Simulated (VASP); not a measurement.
# CsPtS (P-6m2) in VASP: a series of runs

CsPtS is run at these levels: PBE; tasks: single point, relaxation of cell and atoms.

Program: VASP 6.6.1. These are calculated values, not measurements. Logs are shortened: lines on timing, memory, paths and dates and some standing lists are left out, and cuts for length are marked.

## 1. The cell of the first run

Symmetry: P-6m2, No. 187, hexagonal system. Conventional cell: a = 4.081 Å, b = 4.081 Å, c = 5.718 Å, α = 90.00°, β = 90.00°, γ = 120.00°. Cs (site symmetry -6m2) has 6 Pt at 3.71 Å and 6 S at 3.71 Å and 6 Cs at 4.08 Å within 4.9 Å. Pt (site symmetry -6m2) has 3 S at 2.36 Å within 3.1 Å. S (site symmetry -6m2) has 3 Pt at 2.36 Å within 3.1 Å.

## 2. Single point, PBE

Contents of INCAR:

```
ALGO = Normal
EDIFF = 1E-6
ENCUT = 520
GGA = PE
ISIF = 2
ISMEAR = 0
LASPH = T
LCHARG = F
LREAL = F
LWAVE = F
NBANDS = 20
NELM = 100
PREC = Accurate
SIGMA = 0.1
```

Contents of KPOINTS:

```
k-points
0
Gamma
  12 12 8
```

Contents of POSCAR:

```
CsPtS
1.0
    4.0814294973      0.0000000000      0.0000000000
   -2.0407147487      3.5346216284      0.0000000000
    0.0000000000      0.0000000000      5.7184461929
Cs Pt S
1 1 1
Direct
    0.0000000000      0.0000000000      0.0000000000
    0.6666666667      0.3333333333      0.5000000000
    0.3333333333      0.6666666667      0.5000000000
```

Potentials or basis: VASP PAW PBE potentials, release 64 (Cs_sv, Pt, S).

Started as:

```console
$ cat potpaw_PBE.64/Cs_sv/POTCAR potpaw_PBE.64/Pt/POTCAR potpaw_PBE.64/S/POTCAR > POTCAR
$ mpirun -np 1 vasp_std > vasp.out
```

OUTCAR:

```text
EDIFF = 1E-6
   ENCUT = 520
   GGA = PE
   ISIF = 2
   ISMEAR = 0
   LASPH = T
   LREAL = F
   NELM = 100
   PREC = Accurate

 ion  position               nearest neighbor table
   1  0.000  0.000  0.000-
   2  0.667  0.333  0.500-   3 2.36   3 2.36   3 2.36
   3  0.333  0.667  0.500-   2 2.36   2 2.36   2 2.36

  LATTYP: Found a hexagonal cell.
 ALAT       =     4.0814294973
 C/A-ratio  =     1.4010890539

  Lattice vectors:

 A1 = (   4.0814294973,   0.0000000000,   0.0000000000)
 A2 = (  -2.0407147487,   3.5346216284,   0.0000000000)
 A3 = (   0.0000000000,   0.0000000000,   5.7184461929)

Analysis of symmetry for initial positions (statically):
=====================================================================
 Subroutine PRICEL returns:
 Original cell was already a primitive cell.

 Routine SETGRP: Setting up the symmetry group for a
 hexagonal supercell.

 Subroutine GETGRP returns: Found 12 space group operations
 (whereof 12 operations were pure point group operations)
 out of a pool of 24 trial point group operations.

The static configuration has the point symmetry D_3h.

Analysis of symmetry for dynamics (positions and initial velocities):
=====================================================================
 Subroutine PRICEL returns:
 Original cell was already a primitive cell.

 Routine SETGRP: Setting up the symmetry group for a
 hexagonal supercell.

 Subroutine GETGRP returns: Found 12 space group operations
 (whereof 12 operations were pure point group operations)
 out of a pool of 24 trial point group operations.

The dynamic configuration has the point symmetry D_3h.

 Subroutine INISYM returns: Found 12 space group operations
 (whereof 12 operations are pure point group operations),
 and found     1 'primitive' translations

----------------------------------------------------------------------------------------

                                     Primitive cell

  volume of cell :      82.4961

  direct lattice vectors                    reciprocal lattice vectors
     4.081429497  0.000000000  0.000000000     0.245012195  0.141457857  0.000000000
    -2.040714749  3.534621628  0.000000000     0.000000000  0.282915714  0.000000000
     0.000000000  0.000000000  5.718446193     0.000000000  0.000000000  0.174872678

  length of vectors
     4.081429497  4.081429497  5.718446193     0.282915714  0.282915714  0.174872678

  position of ions in fractional coordinates (direct lattice)
     0.000000000  0.000000000  0.000000000
     0.666666667  0.333333333  0.500000000
     0.333333333  0.666666667  0.500000000

  ion indices of the primitive-cell ions
   primitive index   ion index
                 1           1
                 2           2
                 3           3

----------------------------------------------------------------------------------------

 KPOINTS: k-points

Automatic generation of k-mesh.
 Grid dimensions read from file:
 generate k-points for:   12   12    8

 Generating k-lattice:

  Cartesian coordinates                     Fractional coordinates (reciprocal lattice)
     0.020417683  0.011788155  0.000000000     0.083333333  0.000000000  0.000000000
     0.000000000  0.023576309  0.000000000     0.000000000  0.083333333  0.000000000
     0.000000000  0.000000000  0.021859085     0.000000000  0.000000000  0.125000000

  Length of vectors
     0.023576309  0.023576309  0.021859085

  Shift w.r.t. Gamma in fractional coordinates (k-lattice)
     0.000000000  0.000000000  0.000000000

 Subroutine IBZKPT returns following result:
 ===========================================

 Found     95 irreducible k-points:

 Following reciprocal coordinates:
            Coordinates               Weight
  0.000000  0.000000  0.000000      1.000000
  0.083333 -0.000000  0.000000      6.000000
  0.166667 -0.000000  0.000000      6.000000
  0.250000  0.000000  0.000000      6.000000
  0.333333  0.000000  0.000000      6.000000
  0.416667  0.000000  0.000000      6.000000
[... 16 lines left out ...]
  0.250000  0.000000  0.125000     12.000000
  0.333333  0.000000  0.125000     12.000000
 [... further k-points ...]
   k-points           NKPTS =     95   k-points in BZ     NKDIM =     95   number of bands    NBANDS=     20
   number of dos      NEDOS =    301   number of ions     NIONS =      3
   total plane-waves  NPLWV =  43200
   dimension x,y,z NGX =    30 NGY =   30 NGZ =   48
   dimension x,y,z NGXF=    60 NGYF=   60 NGZF=   96
   ions per type =               1   1   1
   NGX,Y,Z   is equivalent  to a cutoff of  12.22, 12.22, 13.95 a.u.
   NGXF,Y,Z  is equivalent  to a cutoff of  24.44, 24.44, 27.91 a.u.
 SYSTEM =  unknown system
   PREC   = accura    normal or accurate (medium, high low for compatibility)
   ISTART =      0    job   : 0-new  1-cont  2-samecut
   ICHARG =      2    charge: 1-file 2-atom 10-const
   ISPIN  =      1    spin polarized calculation?
   LNONCOLLINEAR =      F non collinear calculations
   LSORBIT =      F    spin-orbit coupling
   LASPH  =      T    aspherical Exc in radial PAW
   ENCUT  =  520.0 eV  38.22 Ry    6.18 a.u.   7.59  7.59 10.63*2*pi/ulx,y,z
   NELM   =    100;   NELMIN=  2; NELMDL= -5     # of ELM steps
   EDIFF  = 0.1E-05   stopping-criterion for ELM
   LREAL  =      F    real-space projection
   EDIFFG = 0.1E-04   stopping-criterion for IOM
   NSW    =      0    number of steps for IOM
   IBRION =     -1    ionic relax: 0-MD 1-quasi-New 2-CG
   NFREE  =      0    steps in history (QN), initial steepest desc. (CG)
   ISIF   =      2    stress and relaxation
   ISYM   =      2    0-nonsym 1-usesym 2-fastsym
   POTIM  = 0.5000    time-step for ionic-motion
   TEBEG  =    0.0;   TEEND  =   0.0 temperature during run
   PSTRESS=    0.0 pullay stress
   NELECT =      25.0000    total number of electrons
   NUPDOWN=      -1.0000    fix difference up-down
   EMIN   =  10.00;   EMAX   =-10.00  energy-range for DOS
   EFERMI =   0.00;   METHOD = LEGACY
   ISMEAR =     0;   SIGMA  =   0.10  broadening in eV -4-tet -1-fermi 0-gaus
   EFERMI_NEDOS =   21; number of points for ismear=-14 and -15
   IALGO  =     38    algorithm
   IMIX   =      4    mixing-type and parameters
     AMIX     =   0.40;   BMIX     =  1.00
     AMIX_MAG =   1.60;   BMIX_MAG =  1.00
  volume/ion in A,a.u.               =      27.50       185.57
  Fermi-wavevector in a.u.,A,eV,Ry     =   1.099623  2.077986 16.451761  1.209170
  Thomas-Fermi vector in A             =   2.236020
   LORBIT       =      0    0 simple, 1 ext, 2 COOP (PROOUT), +10 PAW based schemes
   GGA     = PE    functional components
   LHFCALC =     F    Hartree Fock is set to
   AEXX    =    0.0000 exact exchange contribution
   IVDW    =     0    specifies the selected vdW correction
   LEPSILON=     F    determine dielectric tensor
   LRPA    =     F    only Hartree local field effects (RPA)
 non-spin polarized calculation
 Gauss-broadening in eV      SIGMA  =   0.10
  energy-cutoff  :      520.00
  volume of cell :       82.50
 maximum number of plane-waves:      2242
   NGX = 15   NGY = 15   NGZ = 21

 number of electron      24.9999997 magnetization

 Free energy of the ion-electron system (eV)
  ---------------------------------------------------
  ext. energy  EPLUGINS =         0.00000000
  ---------------------------------------------------
  free energy    TOTEN  =       -12.70796844 eV

  energy without entropy =      -12.69472574  energy(sigma->0) =      -12.70134709

 E-fermi :   4.3978     XC(G=0):  -9.4966

 val. band max:        4.3938250076   @ k =   0.2500   0.0833   0.2500
 cond. band min:       4.4017041688   @ k =   0.1667   0.1667   0.0000
 fundamental gap:      0.0078791613
 Fermi energy:         4.3977666782

 k-point     1 :       0.0000    0.0000    0.0000
  band No.  band energies     occupation
      1     -17.7457      2.00000
      2      -9.3135      2.00000
      3      -4.6987      2.00000
      4      -4.0307      2.00000
      5      -4.0307      2.00000
      6      -1.2384      2.00000
[... 12 lines left out ...]
     19      11.0967      0.00000
     20      11.1434      0.00000

 k-point     2 :       0.0833   -0.0000    0.0000
  band No.  band energies     occupation
      1     -17.7350      2.00000
      2      -9.2802      2.00000
      3      -4.6786      2.00000
      4      -4.1273      2.00000
      5      -4.0518      2.00000
      6      -1.2862      2.00000
[... 12 lines left out ...]
     19      11.0723      0.00000
     20      11.3318      0.00000

 k-point     3 :       0.1667   -0.0000    0.0000
  band No.  band energies     occupation
      1     -17.7054      2.00000
      2      -9.1881      2.00000
      3      -4.6222      2.00000
      4      -4.3779      2.00000
      5      -4.1086      2.00000
      6      -1.3976      2.00000
[... 12 lines left out ...]
     19      11.0088      0.00000
     20      11.2940      0.00000

 k-point     4 :       0.2500    0.0000    0.0000
  band No.  band energies     occupation
      1     -17.6644      2.00000
      2      -9.0589      2.00000
      3      -4.6943      2.00000
      4      -4.5413      2.00000
      5      -4.1839      2.00000
      6      -1.5063      2.00000
[... 12 lines left out ...]
     19      10.9287      0.00000
     20      11.2789      0.00000

 k-point     5 :       0.3333    0.0000    0.0000
  band No.  band energies     occupation
      1     -17.6227      2.00000
      2      -8.9257      2.00000
      3      -4.9864      2.00000
      4      -4.4553      2.00000
      5      -4.2568      2.00000
      6      -1.5617      2.00000
[... 12 lines left out ...]
     19      11.3804      0.00000
     20      11.5474      0.00000
[... 353 lines left out ...]
      6      -1.2871      2.00000
[... 12 lines left out ...]
     19      11.0197      0.00000
     20      11.1939      0.00000

 k-point    22 :       0.1667   -0.0000    0.1250
  band No.  band energies     occupation
      1     -17.7046      2.00000
      2      -9.2008      2.00000
      3      -4.5975      2.00000
      4      -4.3736      2.00000
      5      -4.1071      2.00000
      6      -1.3873      2.00000
[... 12 lines left out ...]
     19      11.0742      0.00000
     20      11.0769      0.00000

 k-point    23 :       0.2500    0.0000    0.1250
  band No.  band energies     occupation
      1     -17.6638      2.00000
      2      -9.0667      2.00000
      3      -4.7146      2.00000
      4      -4.5120      2.00000
      5      -4.1828      2.00000
      6      -1.4826      2.00000
[... 12 lines left out ...]
     19      10.9925      0.00000
     20      11.0816      0.00000

 k-point    24 :       0.3333    0.0000    0.1250
  band No.  band energies     occupation
      1     -17.6223      2.00000
      2      -8.9280      2.00000
      3      -5.0022      2.00000
      4      -4.4516      2.00000
      5      -4.2562      2.00000
      6      -1.5276      2.00000
[... 12 lines left out ...]
     19      11.0202      0.00000
     20      11.6165      0.00000

 [... further k-points ...]
[... 5 lines left out ...]
  --------------------------------------------------------------------------------------
  -------------------------------------------------------------------------------------
  Total        0.0109723      0.0109723      0.0391077     -0.0000000      0.0000000      0.0000000
  in kB        0.2130954      0.2130954      0.7595212     -0.0000000      0.0000000      0.0000000
  external PRESSURE =       0.3952373 kB  Pullay stress =       0.0000000 kB

 VOLUME and BASIS-vectors are now :
 -----------------------------------------------------------------------------
  energy-cutoff  :      520.00
  volume of cell :       82.50
      direct lattice vectors                 reciprocal lattice vectors
     4.081429497  0.000000000  0.000000000     0.245012195  0.141457857  0.000000000
    -2.040714749  3.534621628  0.000000000     0.000000000  0.282915714  0.000000000
     0.000000000  0.000000000  5.718446193     0.000000000  0.000000000  0.174872678

 POSITION                                       TOTAL-FORCE (eV/Angst)
 -----------------------------------------------------------------------------------
      0.00000      0.00000      0.00000         0.000000     -0.000000      0.000000
      2.04071      1.17821      2.85922        -0.000000     -0.000000      0.000000
     -0.00000      2.35641      2.85922         0.000000      0.000000      0.000000
 -----------------------------------------------------------------------------------
    total drift:                                0.000001     -0.000001      0.000000

  FREE ENERGIE OF THE ION-ELECTRON SYSTEM (eV)
  ---------------------------------------------------
  free  energy   TOTEN  =       -12.7079684429 eV

  energy  without entropy=      -12.6947257363  energy(sigma->0) =      -12.70134709
```

Wall time 2.7 min (1 thread of Oxide Virtual Turin-like, shared host); peak memory 0.28 GiB.

Results:

```
Free energy : -12.7080 eV
Pressure    : 0.0 GPa
```

Caveat: spin-orbit coupling is left out, which moves the levels of the heavy elements.

(Continued in part 2 of 3.)
